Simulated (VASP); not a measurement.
# Pt (Im-3m) in VASP: further runs

Runs on Pt. Level: r2SCAN. Tasks: single point.

Program: VASP 6.6.1. These are calculated values, not measurements. Logs are shortened: lines on timing, memory, paths and dates and some standing lists are left out, and cuts for length are marked.

## Step 1: The cell of the first run

It takes space group Im-3m (No. 229, cubic). The conventional cell has a = 3.195 Å, b = 3.195 Å, c = 3.195 Å, α = 90.00°, β = 90.00°, γ = 90.00°. Within 3.6 Å of Pt (site symmetry m-3m) lie 14 Pt at 2.77 to 3.19 Å.

## Step 2: Single point, r2SCAN

Contents of POSCAR:

```
Pt
1.0
   -1.5973133210      1.5973133210      1.5973133210
    1.5973133210     -1.5973133210      1.5973133210
    1.5973133210      1.5973133210     -1.5973133210
Pt
1
Direct
    0.0000000000      0.0000000000      0.0000000000
```

Contents of INCAR.step1:

```
SYSTEM = Pt
PREC     = Accurate       ! precision mode
ENCUT    = 520            ! plane-wave cutoff, eV
ISMEAR   = -1             ! smearing method
SIGMA    = 0.1            ! smearing width, eV
LREAL    = .FALSE.        ! projectors in reciprocal space
LASPH    = .TRUE.         ! aspherical terms in the spheres
NELM     = 60             ! most SCF steps
NBANDS   = 11             ! bands
GGA      = PE             ! functional
ALGO     = Normal         ! electronic algorithm
EDIFF    = 1E-4           ! SCF threshold, eV
LWAVE    = .TRUE.         ! write WAVECAR
LCHARG   = .FALSE.        ! write CHGCAR
```

Contents of INCAR.step2:

```
SYSTEM = Pt
PREC     = Accurate       ! precision mode
ENCUT    = 520            ! plane-wave cutoff, eV
EDIFF    = 1E-7           ! SCF threshold, eV
ISMEAR   = -1             ! smearing method
SIGMA    = 0.1            ! smearing width, eV
LREAL    = .FALSE.        ! projectors in reciprocal space
LASPH    = .TRUE.         ! aspherical terms in the spheres
NELM     = 60             ! most SCF steps
ALGO     = Normal         ! electronic algorithm
ISIF     = 2              ! what is computed and relaxed
LWAVE    = .FALSE.        ! write WAVECAR
LCHARG   = .FALSE.        ! write CHGCAR
METAGGA  = R2SCAN         ! meta-GGA
LMIXTAU  = .TRUE.       
NBANDS   = 11             ! bands
ISTART   = 1
```

Contents of KPOINTS:

```
regular mesh
0
G
  13 13 13
  0 0 0
```

Potentials or basis: VASP PAW PBE potentials, release 64 (Pt).

On the command line:

```sh
$ cat potpaw_PBE.64/Pt/POTCAR > POTCAR
$ cp INCAR.step1 INCAR
$ mpirun -np 1 vasp_std > vasp.out
$ cp INCAR.step2 INCAR
$ mpirun -np 1 vasp_std > vasp.out
```

OUTCAR:

```text
SYSTEM = Pt
   PREC = Accurate
   ENCUT = 520
   EDIFF = 1E-7
   ISMEAR = -1
   LREAL = .FALSE.
   LASPH = .TRUE.
   NELM = 60
   ISIF = 2
   METAGGA = R2SCAN
   ISTART = 1

 ion  position               nearest neighbor table
   1  0.000  0.000  0.000-

  LATTYP: Found a body centered cubic cell.
 ALAT       =     3.1946266420

  Lattice vectors:

 A1 = (  -1.5973133210,   1.5973133210,   1.5973133210)
 A2 = (   1.5973133210,  -1.5973133210,   1.5973133210)
 A3 = (   1.5973133210,   1.5973133210,  -1.5973133210)

Analysis of symmetry for initial positions (statically):
=====================================================================
 Subroutine PRICEL returns:
 Original cell was already a primitive cell.

 Routine SETGRP: Setting up the symmetry group for a
 body centered cubic supercell.

 Subroutine GETGRP returns: Found 48 space group operations
 (whereof 48 operations were pure point group operations)
 out of a pool of 48 trial point group operations.

The static configuration has the point symmetry O_h .

Analysis of symmetry for dynamics (positions and initial velocities):
=====================================================================
 Subroutine PRICEL returns:
 Original cell was already a primitive cell.

 Routine SETGRP: Setting up the symmetry group for a
 body centered cubic supercell.

 Subroutine GETGRP returns: Found 48 space group operations
 (whereof 48 operations were pure point group operations)
 out of a pool of 48 trial point group operations.

The dynamic configuration has the point symmetry O_h .

 Subroutine INISYM returns: Found 48 space group operations
 (whereof 48 operations are pure point group operations),
 and found     1 'primitive' translations

----------------------------------------------------------------------------------------

                                     Primitive cell

  volume of cell :      16.3016

  direct lattice vectors                    reciprocal lattice vectors
    -1.597313321  1.597313321  1.597313321     0.000000000  0.313025625  0.313025625
     1.597313321 -1.597313321  1.597313321     0.313025625  0.000000000  0.313025625
     1.597313321  1.597313321 -1.597313321     0.313025625  0.313025625  0.000000000

  length of vectors
     2.766627828  2.766627828  2.766627828     0.442685084  0.442685084  0.442685084

  position of ions in fractional coordinates (direct lattice)
     0.000000000  0.000000000  0.000000000

  ion indices of the primitive-cell ions
   primitive index   ion index
                 1           1

----------------------------------------------------------------------------------------

 KPOINTS: regular mesh

Automatic generation of k-mesh.
 Grid dimensions read from file:
 generate k-points for:   13   13   13

 Generating k-lattice:

  Cartesian coordinates                     Fractional coordinates (reciprocal lattice)
     0.000000000  0.024078894  0.024078894     0.076923077  0.000000000  0.000000000
     0.024078894  0.000000000  0.024078894     0.000000000  0.076923077  0.000000000
     0.024078894  0.024078894  0.000000000     0.000000000  0.000000000  0.076923077

  Length of vectors
     0.034052699  0.034052699  0.034052699

  Shift w.r.t. Gamma in fractional coordinates (k-lattice)
     0.000000000  0.000000000  0.000000000

 Subroutine IBZKPT returns following result:
 ===========================================

 Found     84 irreducible k-points:

 Following reciprocal coordinates:
            Coordinates               Weight
  0.000000  0.000000  0.000000      1.000000
  0.076923  0.000000  0.000000     12.000000
  0.153846  0.000000  0.000000     12.000000
  0.230769  0.000000  0.000000     12.000000
  0.307692  0.000000  0.000000     12.000000
  0.384615  0.000000  0.000000     12.000000
[... 16 lines left out ...]
  0.153846  0.076923  0.076923     24.000000
  0.230769  0.076923  0.076923     24.000000
 [... further k-points ...]
   k-points           NKPTS =     84   k-points in BZ     NKDIM =     84   number of bands    NBANDS=     11
   number of dos      NEDOS =    301   number of ions     NIONS =      1
   total plane-waves  NPLWV =  13824
   dimension x,y,z NGX =    24 NGY =   24 NGZ =   24
   dimension x,y,z NGXF=    48 NGYF=   48 NGZF=   48
   ions per type =               1
   NGX,Y,Z   is equivalent  to a cutoff of  14.42, 14.42, 14.42 a.u.
   NGXF,Y,Z  is equivalent  to a cutoff of  28.84, 28.84, 28.84 a.u.
 SYSTEM =  Pt
   PREC   = accura    normal or accurate (medium, high low for compatibility)
   ISTART =      1    job   : 0-new  1-cont  2-samecut
   ICHARG =      0    charge: 1-file 2-atom 10-const
   ISPIN  =      1    spin polarized calculation?
   LNONCOLLINEAR =      F non collinear calculations
   LSORBIT =      F    spin-orbit coupling
   LASPH  =      T    aspherical Exc in radial PAW
   ENCUT  =  520.0 eV  38.22 Ry    6.18 a.u.   5.14  5.14  5.14*2*pi/ulx,y,z
[... 28 lines left out ...]
   AEXX    =    0.0000 exact exchange contribution
   IVDW    =     0    specifies the selected vdW correction
   LEPSILON=     F    determine dielectric tensor
   LRPA    =     F    only Hartree local field effects (RPA)
 non-spin polarized calculation
  energy-cutoff  :      520.00
  volume of cell :       16.30
 maximum number of plane-waves:       453
 NGX is ok and might be reduce to    24
   NGX = 11   NGY = 11   NGZ = 11

 number of electron      10.0000000 magnetization

 Free energy of the ion-electron system (eV)
  ---------------------------------------------------
  ext. energy  EPLUGINS =         0.00000000
  ---------------------------------------------------
  free energy    TOTEN  =       -51.39062302 eV

  energy without entropy =      -51.35531007  energy(sigma->0) =      -51.37296654

 E-fermi :   9.4739     XC(G=0): -14.0527

 val. band max:        9.4450465546   @ k =   0.4615   0.0769   0.0000
 cond. band min:       9.4823602197   @ k =  -0.3846  -0.4615   0.2308
 fundamental gap:      0.0373136651
 Fermi energy:         9.4739111918

 k-point     1 :       0.0000    0.0000    0.0000
  band No.  band energies     occupation
      1       0.0132      2.00000
      2       5.9782      2.00000
      3       5.9782      2.00000
      4       5.9782      2.00000
      5       8.3612      1.99997
      6       8.3612      1.99997
      7      27.5038      0.00000
      8      27.5038      0.00000
      9      27.5038      0.00000
     10      37.4882      0.00000
     11      37.5164      0.00000

 k-point     2 :       0.0769    0.0000    0.0000
  band No.  band energies     occupation
      1       0.2558      2.00000
      2       5.8872      2.00000
      3       5.9795      2.00000
      4       6.1693      2.00000
      5       8.2491      1.99999
      6       8.3671      1.99997
      7      27.5981      0.00000
      8      27.6354      0.00000
      9      27.8503      0.00000
     10      34.7481      0.00000
     11      35.1133      0.00000

 k-point     3 :       0.1538    0.0000    0.0000
  band No.  band energies     occupation
      1       0.9422      2.00000
      2       5.6437      2.00000
      3       5.9656      2.00000
      4       6.7254      2.00000
      5       8.0348      2.00000
      6       8.3897      1.99996
      7      27.3245      0.00000
      8      27.5308      0.00000
      9      28.8413      0.00000
     10      32.8228      0.00000
     11      33.0969      0.00000

 k-point     4 :       0.2308    0.0000    0.0000
  band No.  band energies     occupation
      1       1.9002      2.00000
      2       5.3192      2.00000
      3       5.9987      2.00000
      4       7.5886      2.00000
      5       7.9467      2.00000
      6       8.4376      1.99994
      7      25.1082      0.00000
      8      26.6258      0.00000
      9      30.3384      0.00000
     10      32.0893      0.00000
     11      32.4895      0.00000
[... 239 lines left out ...]
 k-point    22 :       0.0769    0.0769    0.0769
  band No.  band energies     occupation
      1       1.3732      2.00000
      2       5.5905      2.00000
      3       5.5905      2.00000
      4       7.3411      2.00000
      5       8.2130      1.99999
      6       8.2130      1.99999
      7      27.3163      0.00000
      8      27.3163      0.00000
      9      28.5688      0.00000
     10      29.9536      0.00000
     11      34.8003      0.00000

 k-point    23 :       0.1538    0.0769    0.0769
  band No.  band energies     occupation
      1       2.3176      2.00000
      2       5.2541      2.00000
      3       5.4706      2.00000
      4       8.1034      2.00000
      5       8.3683      1.99997
      6       8.3965      1.99996
      7      25.2031      0.00000
      8      26.2579      0.00000
      9      27.4834      0.00000
     10      29.6190      0.00000
     11      35.7106      0.00000

 k-point    24 :       0.2308    0.0769    0.0769
  band No.  band energies     occupation
      1       3.1502      2.00000
      2       4.9489      2.00000
      3       5.7513      2.00000
      4       8.1406      2.00000
      5       8.5006      1.99988
      6       9.6823      0.22143
      7      21.7505      0.00000
      8      24.9747      0.00000
      9      26.1874      0.00000
     10      31.1633      0.00000
     11      36.4561      0.00000

 [... further k-points ...]
[... 5 lines left out ...]
  --------------------------------------------------------------------------------------
  -------------------------------------------------------------------------------------
  Total       -1.1112418     -1.1112418     -1.1112418     -0.0000000      0.0000000      0.0000000
  in kB     -109.2166455   -109.2166455   -109.2166455     -0.0000000      0.0000000      0.0000000
  external PRESSURE =    -109.2166455 kB  Pullay stress =       0.0000000 kB

 VOLUME and BASIS-vectors are now :
 -----------------------------------------------------------------------------
  energy-cutoff  :      520.00
  volume of cell :       16.30
      direct lattice vectors                 reciprocal lattice vectors
    -1.597313321  1.597313321  1.597313321     0.000000000  0.313025625  0.313025625
     1.597313321 -1.597313321  1.597313321     0.313025625  0.000000000  0.313025625
     1.597313321  1.597313321 -1.597313321     0.313025625  0.313025625  0.000000000

 POSITION                                       TOTAL-FORCE (eV/Angst)
 -----------------------------------------------------------------------------------
      0.00000      0.00000      0.00000         0.000000      0.000000      0.000000
 -----------------------------------------------------------------------------------
    total drift:                               -0.000000      0.000000     -0.000000

  FREE ENERGIE OF THE ION-ELECTRON SYSTEM (eV)
  ---------------------------------------------------
  free  energy   TOTEN  =       -51.3906230207 eV

  energy  without entropy=      -51.3553100691  energy(sigma->0) =      -51.37296654
```

It took 23 s on 1 thread of Intel Xeon 6975P-C (Granite Rapids), shared host; peak memory 0.15 GiB.

Results:

```
Free energy            : -51.3906 eV
Pressure               : -10.9 GPa
Band gap on the k mesh : zero (band 5 reaches 10.32 eV, above the bottom of band 6 at 8.21 eV)
```

Levels at points of the mesh, in eV from the Fermi level:
```csv
k point,band 3,band 4,band 5,band 6,band 7,band 8
"(0.00, 0.00, 0.00)",-3.50,-3.50,-1.11,-1.11,18.03,18.03
```

Caveat: the PAW data sets were made with another functional, which shifts forces and pressure a little; spin-orbit coupling is left out, which moves the levels of the heavy elements.

## Step 3: Single point, r2SCAN

This run uses another cell than the first one, of 16.70 Å³/atom, 1.024 times its volume.

Contents of POSCAR:

```
Pt
1.0
   -1.6101954364      1.6101954364      1.6101954364
    1.6101954364     -1.6101954364      1.6101954364
    1.6101954364      1.6101954364     -1.6101954364
Pt
1
Direct
    0.0000000000      0.0000000000      0.0000000000
```

Contents of INCAR.step1:

```
SYSTEM = Pt
PREC = Accurate
ENCUT = 520
ISMEAR = -1
SIGMA = 0.1
LREAL = .FALSE.
LASPH = .TRUE.
NELM = 60
NBANDS = 11
GGA = PE
ALGO = Normal
EDIFF = 1E-4
LWAVE = .TRUE.
LCHARG = .FALSE.
```

Contents of INCAR.step2:

```
SYSTEM = Pt
PREC = Accurate
ENCUT = 520
EDIFF = 1E-6
ISMEAR = -1
SIGMA = 0.1
LREAL = .FALSE.
LASPH = .TRUE.
NELM = 60
ALGO = Normal
ISIF = 2
LWAVE = .FALSE.
LCHARG = .FALSE.
METAGGA = R2SCAN
LMIXTAU = .TRUE.
NBANDS = 11
ISTART = 1
```

KPOINTS is that of step 2.

Potentials or basis: VASP PAW PBE potentials, release 64 (Pt).

On the command line:

```sh
$ cat potpaw_PBE.64/Pt/POTCAR > POTCAR
$ cp INCAR.step1 INCAR
$ mpirun -np 1 vasp_std > vasp.out
$ cp INCAR.step2 INCAR
$ mpirun -np 1 vasp_std > vasp.out
```

Wall time 21 s (1 thread of Intel Xeon 6975P-C (Granite Rapids), shared host); peak memory 0.15 GiB.

The run converged. Its results:

| Quantity | Value |
| --- | --- |
| Free energy | -51.3581 eV |
| Pressure | -15.3 GPa |
| Band gap on the k mesh | zero (band 5 reaches 9.87 eV, above the bottom of band 6 at 7.85 eV) |

Levels at points of the mesh, in eV from the Fermi level:
```tsv
k point	band 1	band 2	band 3	band 4	band 5	band 6	band 7	band 8	band 9	band 10
(0.00, 0.00, 0.00)	-9.21	-3.37	-3.37	-3.37	-1.07	-1.07	18.03	18.03	18.03	27.47
```

Caveat: the PAW data sets were made with another functional, which shifts forces and pressure a little; spin-orbit coupling is left out, which moves the levels of the heavy elements.

## Step 4: Single point, r2SCAN

This run uses another cell than the first one, of 17.10 Å³/atom, 1.049 times its volume.

Contents of POSCAR:

```
Pt
1.0
   -1.6228746627      1.6228746627      1.6228746627
    1.6228746627     -1.6228746627      1.6228746627
    1.6228746627      1.6228746627     -1.6228746627
Pt
1
Direct
    0.0000000000      0.0000000000      0.0000000000
```

Contents of INCAR.step1:

```
SYSTEM = Pt
PREC     = Accurate       ! precision mode
ENCUT    = 520            ! plane-wave cutoff, eV
ISMEAR   = -1             ! smearing method
SIGMA    = 0.1            ! smearing width, eV
LREAL    = .FALSE.        ! projectors in reciprocal space
LASPH    = .TRUE.         ! aspherical terms in the spheres
NELM     = 60             ! most SCF steps
NBANDS   = 11             ! bands
GGA      = PE             ! functional
ALGO     = Normal         ! electronic algorithm
EDIFF    = 1E-4           ! SCF threshold, eV
LWAVE    = .TRUE.         ! write WAVECAR
LCHARG   = .FALSE.        ! write CHGCAR
```

Contents of INCAR.step2:

```
SYSTEM = Pt
PREC     = Accurate       ! precision mode
ENCUT    = 520            ! plane-wave cutoff, eV
EDIFF    = 1E-7           ! SCF threshold, eV
ISMEAR   = -1             ! smearing method
SIGMA    = 0.1            ! smearing width, eV
LREAL    = .FALSE.        ! projectors in reciprocal space
LASPH    = .TRUE.         ! aspherical terms in the spheres
NELM     = 60             ! most SCF steps
ALGO     = Normal         ! electronic algorithm
ISIF     = 2              ! what is computed and relaxed
LWAVE    = .FALSE.        ! write WAVECAR
LCHARG   = .FALSE.        ! write CHGCAR
METAGGA  = R2SCAN         ! meta-GGA
LMIXTAU  = .TRUE.       
NBANDS   = 11             ! bands
ISTART   = 1
```

KPOINTS is that of step 3.

On the command line:

```sh
$ cat potpaw_PBE.64/Pt/POTCAR > POTCAR
$ cp INCAR.step1 INCAR
$ mpirun -np 1 vasp_std > vasp.out
$ cp INCAR.step2 INCAR
$ mpirun -np 1 vasp_std > vasp.out
```

Run time: 26 s. Hardware: 1 thread of Intel Xeon 6975P-C (Granite Rapids), shared host; peak memory 0.15 GiB.

Results (log left out):

```
Free energy            : -51.3155 eV
Pressure               : -19.0 GPa
Band gap on the k mesh : zero (band 5 reaches 9.44 eV, above the bottom of band 6 at 7.51 eV)
```

Levels at points of the mesh, in eV from the Fermi level:
```
           k point  band 3  band 4  band 5  band 6  band 7  band 8
(0.00, 0.00, 0.00)   -3.25   -3.25   -1.03   -1.03   18.02   18.02
```

Caveat: the PAW data sets were made with another functional, which shifts forces and pressure a little; spin-orbit coupling is left out, which moves the levels of the heavy elements.

## Step 5: Single point, r2SCAN

This run uses another cell than the first one, of 17.49 Å³/atom, 1.073 times its volume.

Contents of POSCAR:

```
Pt
1.0
   -1.6353588045      1.6353588045      1.6353588045
    1.6353588045     -1.6353588045      1.6353588045
    1.6353588045      1.6353588045     -1.6353588045
Pt
1
Direct
    0.0000000000      0.0000000000      0.0000000000
```

Contents of INCAR.step1:

```
SYSTEM = Pt
ALGO     = Normal         ! electronic algorithm
EDIFF    = 1E-4           ! SCF threshold, eV
ENCUT    = 520            ! plane-wave cutoff, eV
GGA      = PE             ! functional
ISMEAR   = -1             ! smearing method
LASPH    = .True.         ! aspherical terms in the spheres
LCHARG   = .False.        ! write CHGCAR
LREAL    = .False.        ! projectors in reciprocal space
LWAVE    = .True.         ! write WAVECAR
NBANDS   = 11             ! bands
NELM     = 60             ! most SCF steps
PREC     = Accurate       ! precision mode
SIGMA    = 0.1            ! smearing width, eV
```

Contents of INCAR.step2:

```
SYSTEM = Pt
ALGO     = Normal         ! electronic algorithm
EDIFF    = 1E-7           ! SCF threshold, eV
ENCUT    = 520            ! plane-wave cutoff, eV
ISIF     = 2              ! what is computed and relaxed
ISMEAR   = -1             ! smearing method
ISTART   = 1            
LASPH    = .True.         ! aspherical terms in the spheres
LCHARG   = .False.        ! write CHGCAR
LMIXTAU  = .True.       
LREAL    = .False.        ! projectors in reciprocal space
LWAVE    = .False.        ! write WAVECAR
METAGGA  = R2SCAN         ! meta-GGA
NBANDS   = 11             ! bands
NELM     = 60             ! most SCF steps
PREC     = Accurate       ! precision mode
SIGMA    = 0.1            ! smearing width, eV
```

Contents of KPOINTS:

```
k-points
0
Gamma
  13 13 13
  0 0 0
```

On the command line:

```sh
$ cat potpaw_PBE.64/Pt/POTCAR > POTCAR
$ cp INCAR.step1 INCAR
$ mpirun -np 1 vasp_std > vasp.out
$ cp INCAR.step2 INCAR
$ mpirun -np 1 vasp_std > vasp.out
```

It took 26 s on 1 thread of Intel Xeon 6975P-C (Granite Rapids), shared host; peak memory 0.15 GiB.

The run converged. Its results:

| Property | Result |
| --- | --- |
| Free energy | -51.2644 eV |
| Pressure | -22.1 GPa |
| Band gap on the k mesh | zero (band 5 reaches 9.04 eV, above the bottom of band 6 at 7.18 eV) |

Levels at points of the mesh, in eV from the Fermi level:
```csv
k point,band 2,band 3,band 4,band 5,band 6,band 7,band 8,band 9
"(0.00, 0.00, 0.00)",-3.13,-3.13,-3.13,-1.00,-1.00,18.00,18.00,18.00
```

Caveat: the PAW data sets were made with another functional, which shifts forces and pressure a little; spin-orbit coupling is left out, which moves the levels of the heavy elements.

## Step 6: Overview

```tsv
cell	gap on the mesh (eV)	pressure (GPa)
a = 2.767 Å, angles 109.5°, 1 atom	none	-10.9
a = 2.789 Å, angles 109.5°, 1 atom	none	-15.3
a = 2.811 Å, angles 109.5°, 1 atom	none	-19.0
a = 2.833 Å, angles 109.5°, 1 atom	none	-22.1
```

Alike in all rows: task single point; level r2SCAN; potentials or basis VASP PAW PBE potentials, release 64 (Pt); no spin polarisation; k mesh 13 × 13 × 13; cutoff (eV) 520; smearing fermi-dirac 0.1 eV.

Caveats: the PAW data sets were made with another functional, which shifts forces and pressure a little; spin-orbit coupling is left out, which moves the levels of the heavy elements.

Total energies depend on the potentials used, so only differences within one code and one set of settings carry meaning.
